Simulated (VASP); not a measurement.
# PtS2 (P-3m1) in VASP: notebook

PtS2 is run at these levels: PBE+D3(BJ); tasks: single point, relaxation of cell and atoms.

Everything below comes from runs of VASP 6.6.1. Logs are shortened: lines on timing, memory, paths and dates and some standing lists are left out, and cuts for length are marked.

### 1 The cell of the first run

It takes space group P-3m1 (No. 164, trigonal). Conventional cell: a = 3.583 Å, b = 3.583 Å, c = 4.671 Å, α = 90.00°, β = 90.00°, γ = 120.00°. Within 3.2 Å of Pt (site symmetry -3m) lie 6 S at 2.39 Å. Within 3.2 Å of S (site symmetry 3m) lie 3 Pt at 2.39 Å and 6 S at 3.06 to 3.18 Å.

### 2 Single point, PBE+D3(BJ)

INCAR

```
SYSTEM = PtS2
PREC = Accurate
ENCUT = 520
EDIFF = 1E-7
ISMEAR = 0
SIGMA = 0.02
LREAL = .False.
LASPH = .True.
NELM = 80
ALGO = Normal
ISIF = 2
LWAVE = .False.
LCHARG = .False.
GGA = PE
IVDW = 12
NBANDS = 18
```

KPOINTS

```
regular mesh
0
Gamma
  9 9 6
  0 0 0
```

POSCAR

```
PtS2
1.0
    3.5825376487      0.0000000029      0.0000000000
   -1.7912688269      3.1025686124      0.0000000000
    0.0000000000      0.0000000000      4.6713067573
Pt S
1 2
Direct
    0.0000000000      0.0000000000      0.0000000000
    0.6666666667      0.3333333333      0.7416974009
    0.3333333333      0.6666666667      0.2583025991
```

Potentials or basis: VASP PAW PBE potentials, release 64 (Pt, S).

Command:

```
> cat potpaw_PBE.64/Pt/POTCAR potpaw_PBE.64/S/POTCAR > POTCAR
> mpirun -np 1 vasp_std > vasp.out
```

OUTCAR:

```text
SYSTEM = PtS2
   PREC = Accurate
   ENCUT = 520
   EDIFF = 1E-7
   ISMEAR = 0
   LREAL = .False.
   LASPH = .True.
   NELM = 80
   ISIF = 2
   GGA = PE
   IVDW = 12
 IVDW          = 12

 ion  position               nearest neighbor table
   1  0.000  0.000  0.000-   2 2.39   3 2.39   2 2.39   3 2.39   2 2.39   3 2.39
   2  0.667  0.333  0.742-   1 2.39   1 2.39   1 2.39
   3  0.333  0.667  0.258-   1 2.39   1 2.39   1 2.39

  LATTYP: Found a hexagonal cell.
 ALAT       =     3.5825376487
 C/A-ratio  =     1.3039100256

  Lattice vectors:

 A1 = (   3.5825376487,   0.0000000029,   0.0000000000)
 A2 = (  -1.7912688269,   3.1025686124,   0.0000000000)
 A3 = (   0.0000000000,   0.0000000000,   4.6713067573)

Analysis of symmetry for initial positions (statically):
=====================================================================
 Subroutine PRICEL returns:
 Original cell was already a primitive cell.

 Routine SETGRP: Setting up the symmetry group for a
 hexagonal supercell.

 Subroutine GETGRP returns: Found 12 space group operations
 (whereof 12 operations were pure point group operations)
 out of a pool of 24 trial point group operations.

The static configuration has the point symmetry D_3d.

Analysis of symmetry for dynamics (positions and initial velocities):
=====================================================================
 Subroutine PRICEL returns:
 Original cell was already a primitive cell.

 Routine SETGRP: Setting up the symmetry group for a
 hexagonal supercell.

 Subroutine GETGRP returns: Found 12 space group operations
 (whereof 12 operations were pure point group operations)
 out of a pool of 24 trial point group operations.

The dynamic configuration has the point symmetry D_3d.

 Subroutine INISYM returns: Found 12 space group operations
 (whereof 12 operations are pure point group operations),
 and found     1 'primitive' translations

----------------------------------------------------------------------------------------

                                     Primitive cell

  volume of cell :      51.9219

  direct lattice vectors                    reciprocal lattice vectors
     3.582537649  0.000000003  0.000000000     0.279131749  0.161156791  0.000000000
    -1.791268827  3.102568612  0.000000000    -0.000000000  0.322313581  0.000000000
     0.000000000  0.000000000  4.671306757     0.000000000  0.000000000  0.214072861

  length of vectors
     3.582537649  3.582537649  4.671306757     0.322313581  0.322313581  0.214072861

  position of ions in fractional coordinates (direct lattice)
     0.000000000  0.000000000  0.000000000
     0.666666667  0.333333333  0.741697401
     0.333333333  0.666666667  0.258302599

  ion indices of the primitive-cell ions
   primitive index   ion index
                 1           1
                 2           2
                 3           3

----------------------------------------------------------------------------------------

 KPOINTS: regular mesh

Automatic generation of k-mesh.
 Grid dimensions read from file:
 generate k-points for:    9    9    6

 Generating k-lattice:

  Cartesian coordinates                     Fractional coordinates (reciprocal lattice)
     0.031014639  0.017906310  0.000000000     0.111111111 -0.000000000  0.000000000
    -0.000000000  0.035812620  0.000000000    -0.000000000  0.111111111  0.000000000
     0.000000000  0.000000000  0.035678810     0.000000000  0.000000000  0.166666667

  Length of vectors
     0.035812620  0.035812620  0.035678810

  Shift w.r.t. Gamma in fractional coordinates (k-lattice)
     0.000000000  0.000000000  0.000000000

 Subroutine IBZKPT returns following result:
 ===========================================

 Found     62 irreducible k-points:

 Following reciprocal coordinates:
            Coordinates               Weight
  0.000000  0.000000  0.000000      1.000000
  0.111111  0.000000  0.000000      6.000000
  0.222222  0.000000  0.000000      6.000000
  0.333333  0.000000  0.000000      6.000000
  0.444444  0.000000  0.000000      6.000000
  0.111111  0.111111  0.000000      6.000000
[... 16 lines left out ...]
  0.222222  0.111111  0.166667     12.000000
 -0.111111  0.333333  0.166667     12.000000
 [... further k-points ...]
   k-points           NKPTS =     62   k-points in BZ     NKDIM =     62   number of bands    NBANDS=     18
   number of dos      NEDOS =    301   number of ions     NIONS =      3
   total plane-waves  NPLWV =  28224
   dimension x,y,z NGX =    28 NGY =   28 NGZ =   36
   dimension x,y,z NGXF=    56 NGYF=   56 NGZF=   72
   ions per type =               1   2
   NGX,Y,Z   is equivalent  to a cutoff of  12.99, 12.99, 12.81 a.u.
   NGXF,Y,Z  is equivalent  to a cutoff of  25.99, 25.99, 25.62 a.u.
 SYSTEM =  PtS2
   PREC   = accura    normal or accurate (medium, high low for compatibility)
   ISTART =      0    job   : 0-new  1-cont  2-samecut
   ICHARG =      2    charge: 1-file 2-atom 10-const
   ISPIN  =      1    spin polarized calculation?
   LNONCOLLINEAR =      F non collinear calculations
   LSORBIT =      F    spin-orbit coupling
   LASPH  =      T    aspherical Exc in radial PAW
   ENCUT  =  520.0 eV  38.22 Ry    6.18 a.u.   6.66  6.66  8.69*2*pi/ulx,y,z
   NELM   =     80;   NELMIN=  2; NELMDL= -5     # of ELM steps
   EDIFF  = 0.1E-06   stopping-criterion for ELM
   LREAL  =      F    real-space projection
   EDIFFG = 0.1E-05   stopping-criterion for IOM
   NSW    =      0    number of steps for IOM
   IBRION =     -1    ionic relax: 0-MD 1-quasi-New 2-CG
   NFREE  =      0    steps in history (QN), initial steepest desc. (CG)
   ISIF   =      2    stress and relaxation
   ISYM   =      2    0-nonsym 1-usesym 2-fastsym
   POTIM  = 0.5000    time-step for ionic-motion
   TEBEG  =    0.0;   TEEND  =   0.0 temperature during run
   PSTRESS=    0.0 pullay stress
   NELECT =      22.0000    total number of electrons
   NUPDOWN=      -1.0000    fix difference up-down
   EMIN   =  10.00;   EMAX   =-10.00  energy-range for DOS
   EFERMI =   0.00;   METHOD = LEGACY
   ISMEAR =     0;   SIGMA  =   0.02  broadening in eV -4-tet -1-fermi 0-gaus
   EFERMI_NEDOS =   21; number of points for ismear=-14 and -15
   IALGO  =     38    algorithm
   IMIX   =      4    mixing-type and parameters
     AMIX     =   0.40;   BMIX     =  1.00
     AMIX_MAG =   1.60;   BMIX_MAG =  1.00
  volume/ion in A,a.u.               =      17.31       116.80
  Fermi-wavevector in a.u.,A,eV,Ry     =   1.229605  2.323616 20.571028  1.511928
  Thomas-Fermi vector in A             =   2.364486
   LORBIT       =      0    0 simple, 1 ext, 2 COOP (PROOUT), +10 PAW based schemes
   GGA     = PE    functional components
   LHFCALC =     F    Hartree Fock is set to
   AEXX    =    0.0000 exact exchange contribution
   IVDW    =    12    specifies the selected vdW correction
   LEPSILON=     F    determine dielectric tensor
   LRPA    =     F    only Hartree local field effects (RPA)
 non-spin polarized calculation
 Gauss-broadening in eV      SIGMA  =   0.02
  energy-cutoff  :      520.00
  volume of cell :       51.92
 maximum number of plane-waves:      1418
 NGX is ok and might be reduce to    28
   NGX = 13   NGY = 13   NGZ = 17

 number of electron      21.9999997 magnetization

 Free energy of the ion-electron system (eV)
  ---------------------------------------------------
  ext. energy  EPLUGINS =         0.00000000
  ---------------------------------------------------
  free energy    TOTEN  =       -15.31836206 eV

  energy without entropy =      -15.31836206  energy(sigma->0) =      -15.31836206

 E-fermi :   8.0428     XC(G=0): -11.0338

 val. band max:        7.9731895683   @ k =   0.0000   0.0000   0.0000
 cond. band min:       8.1161632535   @ k =   0.3333   0.3333   0.0000
 fundamental gap:      0.1429736852
 Fermi energy:         8.0428417681

 k-point     1 :       0.0000    0.0000    0.0000
  band No.  band energies     occupation
      1      -8.0034      2.00000
      2      -4.5939      2.00000
      3       0.3213      2.00000
      4       0.8696      2.00000
      5       0.8696      2.00000
      6       3.7079      2.00000
[... 10 lines left out ...]
     17      15.3335      0.00000
     18      20.2941      0.00000

 k-point     2 :       0.1111    0.0000    0.0000
  band No.  band energies     occupation
      1      -7.8498      2.00000
      2      -4.7040      2.00000
      3       0.4923      2.00000
      4       0.9712      2.00000
      5       1.0383      2.00000
      6       3.4743      2.00000
[... 10 lines left out ...]
     17      15.7769      0.00000
     18      18.3893      0.00000

 k-point     3 :       0.2222    0.0000    0.0000
  band No.  band energies     occupation
      1      -7.4165      2.00000
      2      -4.9734      2.00000
      3       0.9447      2.00000
      4       1.2334      2.00000
      5       1.4799      2.00000
      6       2.6596      2.00000
[... 10 lines left out ...]
     17      16.4983      0.00000
     18      16.8443      0.00000

 k-point     4 :       0.3333    0.0000    0.0000
  band No.  band energies     occupation
      1      -6.7951      2.00000
      2      -5.3003      2.00000
      3       1.0580      2.00000
      4       1.5143      2.00000
      5       1.7552      2.00000
      6       2.4215      2.00000
[... 10 lines left out ...]
     17      15.8808      0.00000
     18      16.7402      0.00000

 k-point     5 :       0.4444    0.0000    0.0000
  band No.  band energies     occupation
      1      -6.1560      2.00000
      2      -5.6638      2.00000
      3       0.3395      2.00000
      4       1.6531      2.00000
      5       2.1659      2.00000
      6       3.3566      2.00000
[... 10 lines left out ...]
     17      15.6013      0.00000
     18      18.3441      0.00000

 k-point     6 :       0.1111    0.1111    0.0000
  band No.  band energies     occupation
      1      -7.5561      2.00000
      2      -4.8909      2.00000
      3       0.7996      2.00000
      4       1.1798      2.00000
      5       1.3209      2.00000
      6       3.1177      2.00000
[... 10 lines left out ...]
     17      16.6437      0.00000
     18      16.9818      0.00000

 k-point     7 :       0.2222    0.1111    0.0000
  band No.  band energies     occupation
      1      -7.0267      2.00000
      2      -5.1736      2.00000
      3       1.2279      2.00000
      4       1.4542      2.00000
      5       1.7545      2.00000
      6       2.2224      2.00000
[... 10 lines left out ...]
     17      16.0774      0.00000
     18      17.0478      0.00000

 k-point     8 :       0.3333    0.1111    0.0000
  band No.  band energies     occupation
      1      -6.3964      2.00000
      2      -5.4809      2.00000
      3       0.7387      2.00000
      4       1.4844      2.00000
      5       2.1443      2.00000
      6       2.5797      2.00000
[... 10 lines left out ...]
     17      16.6854      0.00000
     18      16.9715      0.00000
[... 229 lines left out ...]
     17      16.4961      0.00000
     18      18.0467      0.00000

 k-point    20 :       0.4444    0.0000    0.1667
  band No.  band energies     occupation
      1      -5.9731      2.00000
      2      -5.8389      2.00000
      3       0.3437      2.00000
      4       1.6092      2.00000
      5       2.2351      2.00000
      6       2.9592      2.00000
[... 10 lines left out ...]
     17      16.6597      0.00000
     18      17.8870      0.00000

 k-point    21 :       0.0000    0.4444    0.1667
  band No.  band energies     occupation
      1      -6.2379      2.00000
      2      -5.5050      2.00000
      3       0.1418      2.00000
      4       1.5447      2.00000
      5       1.7005      2.00000
      6       3.4900      2.00000
[... 10 lines left out ...]
     17      17.0112      0.00000
     18      18.0694      0.00000

 k-point    22 :       0.1111    0.1111    0.1667
  band No.  band energies     occupation
      1      -7.4360      2.00000
      2      -5.1234      2.00000
      3       0.6955      2.00000
      4       1.1466      2.00000
      5       1.7203      2.00000
      6       2.9807      2.00000
[... 10 lines left out ...]
     17      16.3765      0.00000
     18      16.6917      0.00000

 k-point    23 :       0.2222    0.1111    0.1667
  band No.  band energies     occupation
      1      -6.9022      2.00000
      2      -5.3585      2.00000
      3       1.1000      2.00000
      4       1.3991      2.00000
      5       1.8819      2.00000
      6       2.5857      2.00000
[... 10 lines left out ...]
     17      16.2569      0.00000
     18      17.2994      0.00000

 k-point    24 :      -0.1111    0.3333    0.1667
  band No.  band energies     occupation
      1      -6.9451      2.00000
      2      -5.2599      2.00000
      3       0.8067      2.00000
      4       1.2913      2.00000
      5       1.8848      2.00000
      6       2.3905      2.00000
[... 10 lines left out ...]
     17      16.1303      0.00000
     18      18.0796      0.00000

 [... further k-points ...]

------------------------ aborting loop because EDIFF is reached ----------------------------------------

 Edisp (eV)   -1.35197

 E8    (eV) :    -0.5428

  FORCE on cell =-STRESS in cart. coord.  units (eV):
  Direction    XX          YY          ZZ          XY          YZ          ZX
  --------------------------------------------------------------------------------------
  -------------------------------------------------------------------------------------
  Total      -0.17152    -0.17152    -0.10252     0.00000    -0.00000    -0.00000
  in kB      -5.29256    -5.29256    -3.16336     0.00000    -0.00000    -0.00000
  external pressure =       -4.58 kB  Pullay stress =        0.00 kB

 VOLUME and BASIS-vectors are now :
 -----------------------------------------------------------------------------
  energy-cutoff  :      520.00
  volume of cell :       51.92
      direct lattice vectors                 reciprocal lattice vectors
     3.582537649  0.000000003  0.000000000     0.279131749  0.161156791  0.000000000
    -1.791268827  3.102568612  0.000000000    -0.000000000  0.322313581  0.000000000
     0.000000000  0.000000000  4.671306757     0.000000000  0.000000000  0.214072861

 POSITION                                       TOTAL-FORCE (eV/Angst)
 -----------------------------------------------------------------------------------
      0.00000      0.00000      0.00000        -0.000000      0.000000      0.000000
      1.79127      1.03419      3.46470        -0.000000      0.000000      0.040374
     -0.00000      2.06838      1.20661         0.000000     -0.000000     -0.040374
 -----------------------------------------------------------------------------------
    total drift:                               -0.000000      0.000000     -0.000000

  FREE ENERGIE OF THE ION-ELECTRON SYSTEM (eV)
  ---------------------------------------------------
  free  energy   TOTEN  =       -16.6703328741 eV

  energy  without entropy=      -16.6703328738  energy(sigma->0) =      -16.67033287
```

Wall time 23 s (1 thread of Intel Xeon 6975P-C (Granite Rapids), shared host); peak memory 0.21 GiB.

What came out:

```
Free energy                : -16.6703 eV
Pressure                   : -0.5 GPa
Largest force              : 0.040 eV/Å
Band gap on the k mesh     : 0.14 eV (least direct gap 0.99 eV)
Dispersion energy per atom : -0.451 eV
```

Forces in eV/Å, atoms in the order of the input:
```
Pt   0.000  0.000  0.000
S    0.000  0.000  0.040
S    0.000  0.000 -0.040
```

Levels at points of the mesh, in eV from the valence-band top:
| k point | band 8 | band 9 | band 10 | band 11 | band 12 | band 13 | band 14 | band 15 |
| --- | --- | --- | --- | --- | --- | --- | --- | --- |
| (0.00, 0.00, 0.00) | -2.52 | -1.63 | -1.63 | 0.00 | 1.14 | 1.14 | 3.60 | 4.97 |
| (0.00, 0.00, 0.50) | -3.30 | -2.15 | -2.15 | -1.57 | 2.21 | 2.21 | 5.26 | 6.78 |

Caveat: spin-orbit coupling is left out, which moves the levels of the heavy elements; an odd mesh through Γ misses points on the zone boundary, where band edges can lie.

### 3 Single point, PBE+D3(BJ)

INCAR

```
SYSTEM = PtS2
PREC = Accurate ; ENCUT = 520
EDIFF = 1E-6 ; ISMEAR = 0
SIGMA = 0.01 ; LREAL = .False.
LASPH = .True. ; NELM = 60
ALGO = Normal ; ISIF = 2
LWAVE = .False. ; LCHARG = .False.
GGA = PE ; IVDW = 12
NBANDS = 18
```

KPOINTS

```
regular mesh
0
Gamma
  12 12 8
  0 0 0
```

POSCAR is that of step 2.

Potentials or basis: VASP PAW PBE potentials, release 64 (Pt, S).

Command:

```
> cat potpaw_PBE.64/Pt/POTCAR potpaw_PBE.64/S/POTCAR > POTCAR
> mpirun -np 1 vasp_std > vasp.out
```

OUTCAR:

```text
SYSTEM = PtS2
   PREC = Accurate
   ENCUT = 520
   EDIFF = 1E-6
   ISMEAR = 0
   LREAL = .False.
   LASPH = .True.
   NELM = 60
   ISIF = 2
   GGA = PE
   IVDW = 12
 IVDW          = 12

 ion  position               nearest neighbor table
   1  0.000  0.000  0.000-   2 2.39   3 2.39   2 2.39   3 2.39   2 2.39   3 2.39
   2  0.667  0.333  0.742-   1 2.39   1 2.39   1 2.39
   3  0.333  0.667  0.258-   1 2.39   1 2.39   1 2.39

  LATTYP: Found a hexagonal cell.
 ALAT       =     3.5825376487
 C/A-ratio  =     1.3039100256
[... 698 lines left out ...]

 Edisp (eV)   -1.35197

 E8    (eV) :    -0.5428

  FORCE on cell =-STRESS in cart. coord.  units (eV):
  Direction    XX          YY          ZZ          XY          YZ          ZX
  --------------------------------------------------------------------------------------
  -------------------------------------------------------------------------------------
  Total      -0.17042    -0.17042    -0.10881     0.00000    -0.00000    -0.00000
  in kB      -5.25862    -5.25862    -3.35747     0.00000    -0.00000    -0.00000
  external pressure =       -4.62 kB  Pullay stress =        0.00 kB

 VOLUME and BASIS-vectors are now :
 -----------------------------------------------------------------------------
  energy-cutoff  :      520.00
  volume of cell :       51.92
      direct lattice vectors                 reciprocal lattice vectors
     3.582537649  0.000000003  0.000000000     0.279131749  0.161156791  0.000000000
    -1.791268827  3.102568612  0.000000000    -0.000000000  0.322313581  0.000000000
     0.000000000  0.000000000  4.671306757     0.000000000  0.000000000  0.214072861

 POSITION                                       TOTAL-FORCE (eV/Angst)
 -----------------------------------------------------------------------------------
      0.00000      0.00000      0.00000        -0.000000      0.000000      0.000000
      1.79127      1.03419      3.46470        -0.000000      0.000000      0.037317
     -0.00000      2.06838      1.20661         0.000000     -0.000000     -0.037317
 -----------------------------------------------------------------------------------
    total drift:                               -0.000000      0.000000     -0.000000

  FREE ENERGIE OF THE ION-ELECTRON SYSTEM (eV)
  ---------------------------------------------------
  free  energy   TOTEN  =       -16.6702984382 eV

  energy  without entropy=      -16.6702984382  energy(sigma->0) =      -16.67029844
```

stdout:

```text
POSCAR found type information on POSCAR PtS
 POSCAR found :  2 types and       3 ions
 scaLAPACK will be used
 LDA part: xc-table for (Slater+PW92), standard interpolation
 POSCAR, INCAR and KPOINTS ok, starting setup
 FFT: planning ... GRIDC
 FFT: planning ... GRID_SOFT
 FFT: planning ... GRID
 WAVECAR not read
 entering main loop
```

Run time: 43 s. Hardware: 1 thread of Intel Xeon 6975P-C (Granite Rapids), shared host; peak memory 0.27 GiB.

What came out:

* Free energy: -16.6703 eV
* Pressure: -0.5 GPa
* Largest force: 0.037 eV/Å
* Band gap on the k mesh: 0.08 eV (least direct gap 0.69 eV)
* Dispersion energy per atom: -0.451 eV

Forces in eV/Å, atoms in the order of the input:
```
Pt   0.000  0.000  0.000
S    0.000  0.000  0.037
S    0.000  0.000 -0.037
```

Caveat: spin-orbit coupling is left out, which moves the levels of the heavy elements.

[end of part 1 of 2]
